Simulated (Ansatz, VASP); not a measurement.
Two plane-wave programs on SnTe

```
Sn Te
1.0
     4.48475    0.00000    0.00000
     0.00000    4.48475    0.00000
     0.00000    0.00000    3.18930
Sn Te
1 1
Direct
  0.00000 0.00000 0.00000
  0.50000 0.50000 0.00000
```

Alike in both runs: functional PBE; k mesh 12 × 12 × 16; occupations gaussian, width 0.1 eV; no spin polarisation.

Ansatz relaxed the structure, and its values are those at the end. VASP's run is a single point on that final structure, the one shown.

```csv
,VASP,Ansatz
version,VASP 6.6.1,Ansatz 0.2.0
potentials or method,"VASP PAW PBE potentials, release 64 (Sn_d, Te), cutoff 520 eV","scalar-relativistic, plane waves, PAW"
valence electrons in the cell,20,30
```

```csv
,VASP,Ansatz,Ansatz less VASP
gap on the k mesh at the Fermi level (eV),none,none,-
pressure (GPa),0.0,0.0,+0.03
```

A gap of «none» marks a metal or a gap that the smearing closes. With one functional, cell and mesh, what is left measures potentials, basis and numerics. VASP's potentials hold 20 valence electrons a cell and Ansatz's 30, so a difference there can come from the potentials and not from the codes.

Neither program's run includes spin-orbit coupling.
